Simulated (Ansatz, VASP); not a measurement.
## One calculation of Cu, two programs

```
Cu
1.0
     1.30677   -3.58749    0.00000
     1.30677    3.58749    0.00000
     0.00000    0.00000    2.51421
Cu
2
Direct
  0.13404 0.86596 0.25000
  0.86596 0.13404 0.75000
```

Change from the starting cell: normal strain along x +0.0550, normal strain along y -0.1100.

Alike in both runs: task single point; functional PBE; k mesh 18 × 18 × 18; occupations gaussian, width 0.15 eV; no spin polarisation.

|  | VASP | Ansatz |
| --- | --- | --- |
| version | VASP 6.6.1 | Ansatz 0.2.0 |
| potentials or method | VASP PAW PBE potentials, release 64 (Cu), cutoff 520 eV | scalar-relativistic, plane waves, PAW |
| valence electrons in the cell | 22 | 38 |

Ansatz gave:

* gap on the k mesh at the Fermi level (eV): none
* pressure (GPa): 14.1
* traceless stress, the component that is largest in VASP (GPa): -16.97
* rms of the force components (eV/Å): 0.422

Estimate VASP's values.

gap on the k mesh at the Fermi level (eV): none; pressure (GPa): 14.7; traceless stress, the component that is largest in VASP (GPa): -17.10; rms of the force components (eV/Å): 0.420.

Atom by atom the forces differ by 0.002 eV/Å (rms over components). A gap of «none» marks a metal or a gap that the smearing closes. VASP's potentials hold 22 valence electrons a cell and Ansatz's 38, so a difference there can come from the potentials and not from the codes.
